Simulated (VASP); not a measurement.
# Pt (Pm-3m) in VASP: single point with LDA

Aim: the single point of Pt with LDA.

Everything below comes from runs of VASP 6.6.1. Logs are shortened: lines on timing, memory, paths and dates and some standing lists are left out, and cuts for length are marked.

## (1) The cell of the first run

The structure is cubic, space group Pm-3m (No. 221). Conventional cell: a = 3.893 Å, b = 3.893 Å, c = 3.893 Å, α = 90.00°, β = 90.00°, γ = 90.00°. Within 3.6 Å of Pt (site symmetry 4/mmm) lie 8 Pt at 2.75 Å.

## (2) Single point, LDA

INCAR reads:

```
SYSTEM = Pt
PREC = Accurate
ENCUT = 520
EDIFF = 1E-6
ISMEAR = -1
SIGMA = 0.1
LREAL = .False.
LASPH = .True.
NELM = 80
ALGO = Normal
ISIF = 2
LWAVE = .False.
LCHARG = .False.
GGA = CA
NBANDS = 22
```

KPOINTS reads:

```
Automatic mesh
0
Gamma
  6 6 6
  0 0 0
```

POSCAR reads:

```
Pt
1.0
    3.8930000000      0.0000000000      0.0000000000
    0.0000000000      3.8930000000      0.0000000000
    0.0000000000      0.0000000000      3.8930000000
Pt
3
Direct
    0.0000000000      0.5000000000      0.5000000000
    0.5000000000      0.0000000000      0.5000000000
    0.5000000000      0.5000000000      0.0000000000
```

Potentials or basis: VASP PAW LDA potentials, release 64 (Pt).

Command:

```
> cat potpaw_LDA.64/Pt/POTCAR > POTCAR
> mpirun -np 1 vasp_std > vasp.out
```

OUTCAR:

```text
SYSTEM = Pt
   PREC = Accurate
   ENCUT = 520
   EDIFF = 1E-6
   ISMEAR = -1
   LREAL = .False.
   LASPH = .True.
   NELM = 80
   ISIF = 2
   GGA = CA

 ion  position               nearest neighbor table
   1  0.000  0.500  0.500-   2 2.75   3 2.75   3 2.75   2 2.75   2 2.75   3 2.75   3 2.75   2 2.75

   2  0.500  0.000  0.500-   1 2.75   3 2.75   3 2.75   1 2.75   3 2.75   3 2.75   1 2.75   1 2.75

   3  0.500  0.500  0.000-   1 2.75   2 2.75   1 2.75   2 2.75   2 2.75   2 2.75   1 2.75   1 2.75

  LATTYP: Found a simple cubic cell.
 ALAT       =     3.8930000000

  Lattice vectors:

 A1 = (   3.8930000000,   0.0000000000,   0.0000000000)
 A2 = (   0.0000000000,   3.8930000000,   0.0000000000)
 A3 = (   0.0000000000,   0.0000000000,   3.8930000000)

Analysis of symmetry for initial positions (statically):
=====================================================================
 Subroutine PRICEL returns:
 Original cell was already a primitive cell.

 Routine SETGRP: Setting up the symmetry group for a
 simple cubic supercell.

 Subroutine GETGRP returns: Found 48 space group operations
 (whereof 48 operations were pure point group operations)
 out of a pool of 48 trial point group operations.

The static configuration has the point symmetry O_h .

Analysis of symmetry for dynamics (positions and initial velocities):
=====================================================================
 Subroutine PRICEL returns:
 Original cell was already a primitive cell.

 Routine SETGRP: Setting up the symmetry group for a
 simple cubic supercell.

 Subroutine GETGRP returns: Found 48 space group operations
 (whereof 48 operations were pure point group operations)
 out of a pool of 48 trial point group operations.

The dynamic configuration has the point symmetry O_h .

 Subroutine INISYM returns: Found 48 space group operations
 (whereof 48 operations are pure point group operations),
 and found     1 'primitive' translations

----------------------------------------------------------------------------------------

                                     Primitive cell

  volume of cell :      59.0002

  direct lattice vectors                    reciprocal lattice vectors
     3.893000000  0.000000000  0.000000000     0.256871307  0.000000000  0.000000000
     0.000000000  3.893000000  0.000000000     0.000000000  0.256871307  0.000000000
     0.000000000  0.000000000  3.893000000     0.000000000  0.000000000  0.256871307
[... 79 lines left out ...]
   ENCUT  =  520.0 eV  38.22 Ry    6.18 a.u.   7.24  7.24  7.24*2*pi/ulx,y,z
   NELM   =     80;   NELMIN=  2; NELMDL= -5     # of ELM steps
   EDIFF  = 0.1E-05   stopping-criterion for ELM
   LREAL  =      F    real-space projection
   EDIFFG = 0.1E-04   stopping-criterion for IOM
   NSW    =      0    number of steps for IOM
   IBRION =     -1    ionic relax: 0-MD 1-quasi-New 2-CG
   NFREE  =      0    steps in history (QN), initial steepest desc. (CG)
   ISIF   =      2    stress and relaxation
   ISYM   =      2    0-nonsym 1-usesym 2-fastsym
   POTIM  = 0.5000    time-step for ionic-motion
   TEBEG  =    0.0;   TEEND  =   0.0 temperature during run
   PSTRESS=    0.0 pullay stress
   NELECT =      30.0000    total number of electrons
   NUPDOWN=      -1.0000    fix difference up-down
   EMIN   =  10.00;   EMAX   =-10.00  energy-range for DOS
   EFERMI =   0.00;   METHOD = LEGACY
   ISMEAR =    -1;   SIGMA  =   0.10  broadening in eV -4-tet -1-fermi 0-gaus
   EFERMI_NEDOS =   21; number of points for ismear=-14 and -15
   IALGO  =     38    algorithm
   IMIX   =      4    mixing-type and parameters
     AMIX     =   0.40;   BMIX     =  1.00
     AMIX_MAG =   1.60;   BMIX_MAG =  1.00
  volume/ion in A,a.u.               =      19.67       132.72
  Fermi-wavevector in a.u.,A,eV,Ry     =   1.306665  2.469238 23.230217  1.707373
  Thomas-Fermi vector in A             =   2.437452
   LORBIT       =      0    0 simple, 1 ext, 2 COOP (PROOUT), +10 PAW based schemes
   GGA     = CA    functional components
   LHFCALC =     F    Hartree Fock is set to
   AEXX    =    0.0000 exact exchange contribution
   IVDW    =     0    specifies the selected vdW correction
   LEPSILON=     F    determine dielectric tensor
   LRPA    =     F    only Hartree local field effects (RPA)
 non-spin polarized calculation
  energy-cutoff  :      520.00
  volume of cell :       59.00
 maximum number of plane-waves:      1622
 NGX is ok and might be reduce to    30
   NGX = 15   NGY = 15   NGZ = 15

 number of electron      29.9999998 magnetization

 Free energy of the ion-electron system (eV)
  ---------------------------------------------------
  ext. energy  EPLUGINS =         0.00000000
  ---------------------------------------------------
  free energy    TOTEN  =       -21.13855511 eV

  energy without entropy =      -21.04983818  energy(sigma->0) =      -21.09419665

 E-fermi :   6.6173     XC(G=0): -11.9604

 val. band max:        6.6152351162   @ k =   0.3333   0.0000   0.0000
 cond. band min:       6.6759717588   @ k =   0.5000   0.5000   0.3333
 fundamental gap:      0.0607366426
 Fermi energy:         6.6173302977

 k-point     1 :       0.0000    0.0000    0.0000
  band No.  band energies     occupation
      1      -1.6746      2.00000
      2       1.1428      2.00000
      3       1.5976      2.00000
      4       1.5976      2.00000
      5       1.5976      2.00000
      6       2.2236      2.00000
[... 489 lines left out ...]
     21      12.4282      0.00000
     22      12.4282      0.00000

------------------------ aborting loop because EDIFF is reached ----------------------------------------

  FORCE on cell =-STRESS in cart. coord.  units (eV):
  Direction    XX          YY          ZZ          XY          YZ          ZX
  --------------------------------------------------------------------------------------
  -------------------------------------------------------------------------------------
  Total       -8.3230208     -8.3230208     -8.3230208     -0.0000000      0.0000000     -0.0000000
  in kB     -226.0155662   -226.0155662   -226.0155662     -0.0000000      0.0000000     -0.0000000
  external PRESSURE =    -226.0155662 kB  Pullay stress =       0.0000000 kB

 VOLUME and BASIS-vectors are now :
 -----------------------------------------------------------------------------
  energy-cutoff  :      520.00
  volume of cell :       59.00
      direct lattice vectors                 reciprocal lattice vectors
     3.893000000  0.000000000  0.000000000     0.256871307  0.000000000  0.000000000
     0.000000000  3.893000000  0.000000000     0.000000000  0.256871307  0.000000000
     0.000000000  0.000000000  3.893000000     0.000000000  0.000000000  0.256871307

 POSITION                                       TOTAL-FORCE (eV/Angst)
 -----------------------------------------------------------------------------------
      0.00000      1.94650      1.94650         0.000000      0.000000      0.000000
      1.94650      0.00000      1.94650         0.000000      0.000000      0.000000
      1.94650      1.94650      0.00000         0.000000      0.000000      0.000000
 -----------------------------------------------------------------------------------
    total drift:                                0.000000      0.000000     -0.000000

  FREE ENERGIE OF THE ION-ELECTRON SYSTEM (eV)
  ---------------------------------------------------
  free  energy   TOTEN  =       -21.1385551140 eV

  energy  without entropy=      -21.0498381822  energy(sigma->0) =      -21.09419665
```

Wall time 22 s (1 thread of Intel Xeon 6455B, shared host); peak memory 0.15 GiB.

What came out:

```
Free energy            : -21.1386 eV
Pressure               : -22.6 GPa
Band gap on the k mesh : zero (band 15 reaches 7.81 eV, above the bottom of band 16 at 6.23 eV)
```

Caveat: spin-orbit coupling is left out, which moves the levels of the heavy elements.
